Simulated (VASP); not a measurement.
# AlN (P1) in VASP: further runs

The runs below take AlN through single point, with PBE.

All numbers are computed with VASP 6.6.1; they aren't measurements. Logs are shortened: lines on timing, memory, paths and dates and some standing lists are left out, and cuts for length are marked.

## Step 1: The cell of the first run

The typed cell holds 2 atoms: a = 3.037 Å, b = 3.040 Å, c = 3.054 Å, α = 58.51°, β = 58.73°, γ = 56.60°.

## Step 2: Single point, PBE (atoms moved at random and the cell strained at random)

INCAR

```
SYSTEM = AlN
PREC = Accurate ; ENCUT = 520
EDIFF = 1E-6 ; ISMEAR = 0
SIGMA = 0.02 ; LREAL = .False.
LASPH = .True. ; NELM = 80
ALGO = Normal ; ISIF = 2
LWAVE = .False. ; LCHARG = .False.
GGA = PE ; NBANDS = 11
```

KPOINTS

```
Automatic mesh
0
Gamma
  10 10 10
  0 0 0
```

POSCAR

```
AlN
1.0
    0.0796513797      2.1142914508      2.1781142804
    2.1209036343      0.0815638266      2.1762018335
    2.1633233346      2.1547987042      0.0391441263
Al N
1 1
Direct
    0.4607941537      0.4990538299      0.5140745867
    0.0392058463      0.0009461701     -0.0140745867
```

Potentials or basis: VASP PAW PBE potentials, release 64 (Al, N).

Started as:

```
$ cat potpaw_PBE.64/Al/POTCAR potpaw_PBE.64/N/POTCAR > POTCAR
$ mpirun -np 1 vasp_std > vasp.out
```

OUTCAR:

```text
SYSTEM = AlN
   PREC = Accurate
   ENCUT = 520
   EDIFF = 1E-6
   ISMEAR = 0
   LREAL = .False.
   LASPH = .True.
   NELM = 80
   ISIF = 2
   GGA = PE

 ion  position               nearest neighbor table
   1  0.461  0.499  0.514-   2 1.99   2 2.00   2 2.07   2 2.16   2 2.21   2 2.34
   2  0.039  0.001  0.986-   1 1.99   1 2.00   1 2.07   1 2.16   1 2.21   1 2.34

  LATTYP: Found a triclinic cell.
 ALAT       =     5.0564137540
 B/A-ratio  =     0.5697211265
 C/A-ratio  =     0.8534760243
 COS(alpha) =     0.0012636901
 COS(beta)  =     0.4200748246
 COS(gamma) =     0.8563462162

  Lattice vectors:

 A1 = (   4.1249242095,  -1.9922203708,  -2.1408826010)
 A2 = (   2.0412522546,  -2.0327276242,  -0.0019124469)
 A3 = (  -0.0372316794,  -0.0410565732,  -4.3151719876)

Analysis of symmetry for initial positions (statically):
=====================================================================
 Subroutine PRICEL returns:
 Original cell was already a primitive cell.

 Routine SETGRP: Setting up the symmetry group for a
 triclinic supercell.

 Subroutine GETGRP returns: Found  1 space group operations
 (whereof  1 operations were pure point group operations)
 out of a pool of  2 trial point group operations.

The static configuration has the point symmetry C_1 .

Analysis of symmetry for dynamics (positions and initial velocities):
=====================================================================
 Subroutine PRICEL returns:
 Original cell was already a primitive cell.

 Routine SETGRP: Setting up the symmetry group for a
 triclinic supercell.

 Subroutine GETGRP returns: Found  1 space group operations
 (whereof  1 operations were pure point group operations)
 out of a pool of  2 trial point group operations.

The dynamic configuration has the point symmetry C_1 .

 Subroutine INISYM returns: Found  1 space group operations
 (whereof  1 operations are pure point group operations),
 and found     1 'primitive' translations

----------------------------------------------------------------------------------------

                                     Primitive cell

  volume of cell :      18.9749

  direct lattice vectors                    reciprocal lattice vectors
     0.079651380  2.114291451  2.178114280    -0.246962830  0.243733459  0.231552296
     2.120903634  0.081563827  2.176201833     0.242986599 -0.248162492  0.232005099
     2.163323335  2.154798704  0.039144126     0.233122696  0.234322358 -0.235981329

  length of vectors
     3.036569528  3.039858435  3.053630228     0.417148779  0.417676281  0.406128486

  position of ions in fractional coordinates (direct lattice)
     0.460794154  0.499053830  0.514074587
     0.039205846  0.000946170  0.985925413

  ion indices of the primitive-cell ions
   primitive index   ion index
                 1           1
                 2           2

----------------------------------------------------------------------------------------

 KPOINTS: Automatic mesh

Automatic generation of k-mesh.
 Grid dimensions read from file:
 generate k-points for:   10   10   10

 Generating k-lattice:

  Cartesian coordinates                     Fractional coordinates (reciprocal lattice)
    -0.024696283  0.024373346  0.023155230     0.100000000  0.000000000  0.000000000
     0.024298660 -0.024816249  0.023200510     0.000000000  0.100000000  0.000000000
     0.023312270  0.023432236 -0.023598133    -0.000000000 -0.000000000  0.100000000

  Length of vectors
     0.041714878  0.041767628  0.040612849

  Shift w.r.t. Gamma in fractional coordinates (k-lattice)
     0.000000000  0.000000000  0.000000000

 Subroutine IBZKPT returns following result:
 ===========================================

 Found    504 irreducible k-points:

 Following reciprocal coordinates:
            Coordinates               Weight
  0.000000  0.000000  0.000000      1.000000
  0.100000 -0.000000  0.000000      2.000000
  0.200000 -0.000000  0.000000      2.000000
  0.300000  0.000000  0.000000      2.000000
  0.400000  0.000000  0.000000      2.000000
  0.500000  0.000000  0.000000      1.000000
[... 16 lines left out ...]
 -0.400000  0.200000 -0.000000      2.000000
 -0.300000  0.200000 -0.000000      2.000000
 [... further k-points ...]
   k-points           NKPTS =    504   k-points in BZ     NKDIM =    504   number of bands    NBANDS=     11
   number of dos      NEDOS =    301   number of ions     NIONS =      2
   total plane-waves  NPLWV =  13824
   dimension x,y,z NGX =    24 NGY =   24 NGZ =   24
   dimension x,y,z NGXF=    48 NGYF=   48 NGZF=   48
   ions per type =               1   1
   NGX,Y,Z   is equivalent  to a cutoff of  13.14, 13.13, 13.07 a.u.
   NGXF,Y,Z  is equivalent  to a cutoff of  26.28, 26.25, 26.13 a.u.
 SYSTEM =  AlN
   PREC   = accura    normal or accurate (medium, high low for compatibility)
   ISTART =      0    job   : 0-new  1-cont  2-samecut
   ICHARG =      2    charge: 1-file 2-atom 10-const
   ISPIN  =      1    spin polarized calculation?
   LNONCOLLINEAR =      F non collinear calculations
   LSORBIT =      F    spin-orbit coupling
   LASPH  =      T    aspherical Exc in radial PAW
   ENCUT  =  520.0 eV  38.22 Ry    6.18 a.u.   5.65  5.65  5.68*2*pi/ulx,y,z
   NELM   =     80;   NELMIN=  2; NELMDL= -5     # of ELM steps
   EDIFF  = 0.1E-05   stopping-criterion for ELM
   LREAL  =      F    real-space projection
   EDIFFG = 0.1E-04   stopping-criterion for IOM
   NSW    =      0    number of steps for IOM
   IBRION =     -1    ionic relax: 0-MD 1-quasi-New 2-CG
   NFREE  =      0    steps in history (QN), initial steepest desc. (CG)
   ISIF   =      2    stress and relaxation
   ISYM   =      2    0-nonsym 1-usesym 2-fastsym
   POTIM  = 0.5000    time-step for ionic-motion
   TEBEG  =    0.0;   TEEND  =   0.0 temperature during run
   PSTRESS=    0.0 pullay stress
   NELECT =       8.0000    total number of electrons
   NUPDOWN=      -1.0000    fix difference up-down
   EMIN   =  10.00;   EMAX   =-10.00  energy-range for DOS
   EFERMI =   0.00;   METHOD = LEGACY
   ISMEAR =     0;   SIGMA  =   0.02  broadening in eV -4-tet -1-fermi 0-gaus
   EFERMI_NEDOS =   21; number of points for ismear=-14 and -15
   IALGO  =     38    algorithm
   IMIX   =      4    mixing-type and parameters
     AMIX     =   0.40;   BMIX     =  1.00
     AMIX_MAG =   1.60;   BMIX_MAG =  1.00
  volume/ion in A,a.u.               =       9.49        64.02
  Fermi-wavevector in a.u.,A,eV,Ry     =   1.227567  2.319766 20.502913  1.506922
  Thomas-Fermi vector in A             =   2.362526
   LORBIT       =      0    0 simple, 1 ext, 2 COOP (PROOUT), +10 PAW based schemes
   GGA     = PE    functional components
   LHFCALC =     F    Hartree Fock is set to
   AEXX    =    0.0000 exact exchange contribution
   IVDW    =     0    specifies the selected vdW correction
   LEPSILON=     F    determine dielectric tensor
   LRPA    =     F    only Hartree local field effects (RPA)
 non-spin polarized calculation
 Gauss-broadening in eV      SIGMA  =   0.02
  energy-cutoff  :      520.00
  volume of cell :       18.97
 maximum number of plane-waves:       526
   NGX = 11   NGY = 11   NGZ = 11

 number of electron       8.0000000 magnetization

 Free energy of the ion-electron system (eV)
  ---------------------------------------------------
  ext. energy  EPLUGINS =         0.00000000
  ---------------------------------------------------
  free energy    TOTEN  =       -14.25725085 eV

  energy without entropy =      -14.25725085  energy(sigma->0) =      -14.25725085

 E-fermi :   8.6857     XC(G=0): -11.6380

 val. band max:        8.5883373520   @ k =   0.0000   0.0000   0.0000
 cond. band min:      11.3938984809   @ k =   0.5000   0.5000   0.0000
 fundamental gap:      2.8055611290
 Fermi energy:         8.6857041825

 k-point     1 :       0.0000    0.0000    0.0000
  band No.  band energies     occupation
      1      -8.1186      2.00000
      2       7.7322      2.00000
      3       8.2658      2.00000
      4       8.5883      2.00000
      5      11.9058      0.00000
      6      19.2503      0.00000
      7      20.0202      0.00000
      8      21.0090      0.00000
      9      23.7425      0.00000
     10      24.8371      0.00000
     11      25.0549      0.00000

 k-point     2 :       0.1000   -0.0000    0.0000
  band No.  band energies     occupation
      1      -7.9332      2.00000
      2       7.4233      2.00000
      3       7.7330      2.00000
      4       8.2082      2.00000
      5      12.6176      0.00000
      6      19.3119      0.00000
      7      19.6596      0.00000
      8      20.4505      0.00000
      9      22.9117      0.00000
     10      23.3328      0.00000
     11      24.6688      0.00000

 k-point     3 :       0.2000   -0.0000    0.0000
  band No.  band energies     occupation
      1      -7.3970      2.00000
      2       5.5221      2.00000
      3       7.4975      2.00000
      4       7.9134      2.00000
      5      13.4885      0.00000
      6      18.4290      0.00000
      7      19.6327      0.00000
      8      19.8592      0.00000
      9      22.4296      0.00000
     10      23.2294      0.00000
     11      24.0779      0.00000
[... 267 lines left out ...]
 k-point    23 :      -0.4000    0.2000   -0.0000
  band No.  band energies     occupation
      1      -4.9815      2.00000
      2       1.7765      2.00000
      3       5.0142      2.00000
      4       6.6760      2.00000
      5      14.2408      0.00000
      6      16.5936      0.00000
      7      18.9953      0.00000
      8      19.4563      0.00000
      9      25.6735      0.00000
     10      26.4539      0.00000
     11      27.2486      0.00000

 k-point    24 :      -0.3000    0.2000   -0.0000
  band No.  band energies     occupation
      1      -5.4763      2.00000
      2       2.5000      2.00000
      3       5.1679      2.00000
      4       7.0646      2.00000
      5      14.9405      0.00000
      6      16.7131      0.00000
      7      18.1058      0.00000
      8      19.0752      0.00000
      9      23.9930      0.00000
     10      26.2962      0.00000
     11      27.6429      0.00000

 [... further k-points ...]

------------------------ aborting loop because EDIFF is reached ----------------------------------------

  FORCE on cell =-STRESS in cart. coord.  units (eV):
  Direction    XX          YY          ZZ          XY          YZ          ZX
  --------------------------------------------------------------------------------------
  -------------------------------------------------------------------------------------
  Total       -2.5936238     -2.1369916     -1.9670176     -1.8480675     -0.5403553     -0.5548895
  in kB     -218.9974605   -180.4408720   -166.0887993   -156.0450249    -45.6259053    -46.8531301
  external PRESSURE =    -188.5090439 kB  Pullay stress =       0.0000000 kB

 VOLUME and BASIS-vectors are now :
 -----------------------------------------------------------------------------
  energy-cutoff  :      520.00
  volume of cell :       18.97
      direct lattice vectors                 reciprocal lattice vectors
     0.079651380  2.114291451  2.178114280    -0.246962830  0.243733459  0.231552296
     2.120903634  0.081563827  2.176201833     0.242986599 -0.248162492  0.232005099
     2.163323335  2.154798704  0.039144126     0.233122696  0.234322358 -0.235981329

 POSITION                                       TOTAL-FORCE (eV/Angst)
 -----------------------------------------------------------------------------------
      2.20726      2.12269      2.10983        -0.197697      0.371405      0.342782
      2.13800      2.20744      0.12605         0.197697     -0.371405     -0.342782
 -----------------------------------------------------------------------------------
    total drift:                                0.000066     -0.000063     -0.000211

  FREE ENERGIE OF THE ION-ELECTRON SYSTEM (eV)
  ---------------------------------------------------
  free  energy   TOTEN  =       -14.2572508506 eV

  energy  without entropy=      -14.2572508506  energy(sigma->0) =      -14.25725085
```

Run time: 3.6 min. Hardware: 1 thread of AMD EPYC 7R13, shared host; peak memory 0.18 GiB.

Results:

| Quantity | Value |
| --- | --- |
| Free energy | -14.2573 eV |
| Pressure | -18.9 GPa |
| Largest force | 0.543 eV/Å |
| Band gap on the k mesh | 2.81 eV, indirect (least direct gap 3.32 eV) |

Forces in eV/Å, atoms in the order of the input:
```
Al  -0.198  0.371  0.343
N    0.198 -0.371 -0.343
```

Levels at points of the mesh, in eV from the valence-band top:
```
           k point  band 1  band 2  band 3  band 4  band 5  band 6  band 7  band 8  band 9
(0.00, 0.00, 0.00)  -16.71   -0.86   -0.32    0.00    3.32   10.66   11.43   12.42   15.15
(0.50, 0.00, 0.00)  -13.88   -7.55   -1.50   -1.30    4.69    9.06    9.44   10.94   14.16
(0.00, 0.50, 0.00)  -13.86   -7.59   -1.50   -1.17    4.53    8.87    9.37   11.46   13.93
(0.50, 0.50, 0.00)  -13.35   -6.87   -3.22   -2.08    2.81    5.68   11.77   14.86   15.48
(0.00, 0.00, 0.50)  -14.05   -7.88   -1.44   -0.77    4.84    9.27   10.14   11.40   14.43
(0.50, 0.00, 0.50)  -13.12   -6.75   -3.08   -2.62    2.86    5.08   11.98   14.61   15.27
(0.00, 0.50, 0.50)  -13.14   -6.77   -3.02   -2.63    2.84    5.17   12.02   14.49   15.42
(0.50, 0.50, 0.50)  -14.20   -8.11   -1.16   -0.66    5.44    9.64   10.40   11.29   14.83
```

Caveat: the cell differs from its parent crystal (atoms moved at random and the cell strained at random). A k mesh can miss the band edges.

## Step 3: Single point, PBE (one atom moved)

INCAR

```
ALGO = Normal
EDIFF = 1E-6
ENCUT = 600
GGA = PE
GGA_COMPAT = False
ISIF = 2
ISMEAR = 0
LASPH = True
LCHARG = False
LREAL = False
LWAVE = False
NBANDS = 11
NELM = 120
PREC = Accurate
SIGMA = 0.02
```

KPOINTS

```
k-points
0
Gamma
  10 10 10
```

POSCAR

```
AlN
1.0
    0.0000000000      2.0345180000      2.0345180000
    2.0345180000      0.0000000000      2.0345180000
    2.0345180000      2.0345180000      0.0000000000
Al N
1 1
Direct
    0.5000000000      0.5000000000      0.5000000000
    0.0067092058     -0.1012475682      0.1452727378
```

Potentials or basis: VASP PAW PBE potentials, release 64 (Al, N).

Started as:

```
$ cat potpaw_PBE.64/Al/POTCAR potpaw_PBE.64/N/POTCAR > POTCAR
$ mpirun -np 1 vasp_std > vasp.out
```

It took 2.7 min on 1 thread of AMD EPYC 7R13, shared host; peak memory 0.2 GiB.

It converged, with:

```yaml
Free_energy: -14.0102 eV
Pressure: 21.9 GPa
Largest_force: 3.439 eV/Å
Band_gap_on_the_k_mesh: 3.95 eV, indirect (least direct gap 5.06 eV)
```

Forces in eV/Å, atoms in the order of the input:
```
Al   0.230  3.301 -0.935
N   -0.230 -3.301  0.935
```

Stress tensor (GPa, compression positive):
```
-0.37 -1.71  0.21
-1.71 51.28  4.78
 0.21  4.78 14.72
```

Levels at points of the mesh, in eV from the valence-band top:
| k point | band 2 | band 3 | band 4 | band 5 | band 6 | band 7 |
| --- | --- | --- | --- | --- | --- | --- |
| (0.00, 0.00, 0.00) | -0.58 | -0.21 | 0.00 | 5.06 | 12.14 | 12.44 |
| (0.50, 0.00, 0.00) | -8.19 | -1.14 | -0.83 | 5.70 | 10.08 | 10.99 |
| (0.00, 0.50, 0.00) | -8.12 | -1.45 | -0.83 | 5.97 | 10.23 | 11.02 |
| (0.00, 0.00, 0.50) | -8.04 | -1.48 | -1.12 | 6.29 | 10.70 | 10.97 |
| (0.50, 0.50, 0.50) | -8.17 | -1.25 | -0.80 | 5.76 | 10.09 | 11.03 |
| (0.50, 0.50, 0.00) | -7.18 | -2.88 | -2.68 | 4.00 | 5.46 | 13.74 |
| (0.00, 0.50, 0.50) | -7.20 | -3.04 | -2.60 | 3.95 | 5.57 | 13.85 |
| (0.50, 0.00, 0.50) | -7.11 | -2.81 | -2.69 | 4.05 | 5.42 | 13.48 |

Caveat: the cell differs from its parent crystal (one atom moved); forces of over 1 eV/Å act on the atoms, so gaps and moduli don't describe the material at rest. A k mesh can miss the band edges.
